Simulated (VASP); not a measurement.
Hf:

```
Hf
1.0
     0.00000    3.11458    3.11458
     3.11458    0.00000    3.11458
     3.11458    3.11458    0.00000
Hf
2
Direct
  0.12500 0.12500 0.12500
  0.87500 0.87500 0.87500
```

- Program: VASP 6.6.1
- Task: relaxation of cell and atoms
- Functional: BLYP
- Potentials or basis: VASP PAW PBE potentials, release 64 (Hf_pv)
- Cutoff: 600 eV
- k mesh: 9 × 9 × 9
- Occupations: fermi-dirac, width 0.1 eV
- Spin: no spin polarisation

At the start: pressure 7.1 GPa; volume 30.21 Å³/atom.

Where does the relaxation end?

Over 4 steps the energy falls by 140.5 meV/atom and the volume is 37.35 Å³/atom (+23.6 %); space group Fd-3m (No. 227, to 0.05 Å).

Step by step:
| step | energy change (eV) | largest force (eV/Å) | pressure (GPa) | volume (Å³) |
| --- | --- | --- | --- | --- |
| 1 | 0.0000 | 0.0000 | 7.09 | 60.43 |
| 2 | -0.2770 | 0.0000 | 0.69 | 72.88 |
| 3 | -0.2808 | 0.0000 | -0.14 | 75.07 |
| 4 | -0.2810 | 0.0000 | 0.00 | 74.69 |

Final structure:
```
Hf
1.0
     0.00000    3.34262    3.34262
     3.34262    0.00000    3.34262
     3.34262    3.34262    0.00000
Hf
2
Direct
  0.12500 0.12500 0.12500
  0.87500 0.87500 0.87500
```

Caveat: the volume moved by over 15 % at a fixed basis, so the end points are rough; the PAW data sets were made with another functional, which shifts forces and pressure a little.
